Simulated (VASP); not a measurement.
Runs of VASP 6.6.1 on CaS. The structure is cubic, space group Fm-3m (No. 225). The conventional cell has a = 5.705 Å, b = 5.705 Å, c = 5.705 Å, α = 90.00°, β = 90.00°, γ = 90.00°. Within 3.8 Å of Ca (site symmetry m-3m) lie 6 S at 2.85 Å. Within 3.8 Å of S (site symmetry m-3m) lie 6 Ca at 2.85 Å. 

```tsv
level	k mesh	smearing	gap on the mesh (eV)	pressure (GPa)
PBE	8 × 8 × 8	gaussian 0.1 eV	2.37	0.4
PBE	4 × 4 × 4	gaussian 0.1 eV	2.36	0.5
revPBE	8 × 8 × 8	gaussian 0.1 eV	2.46	2.0
PBE	8 × 8 × 8	methfessel-paxton 0.1 eV	2.37	0.4
PBE+D3(BJ)	4 × 4 × 4	gaussian 0.032 eV	2.36	(a)
```

Alike in all rows: task single point; potentials or basis VASP PAW PBE potentials, release 64 (Ca_sv, S); no spin polarisation; cell as given; cutoff (eV) 500.

**Question.** Estimate the missing entries.

**Answer.** (a) -1.9.

Caveats: some runs use coarse meshes; the PAW data sets were made with another functional, which shifts forces and pressure a little (some runs); three body term missing (some runs).

A k mesh can miss the band edges.
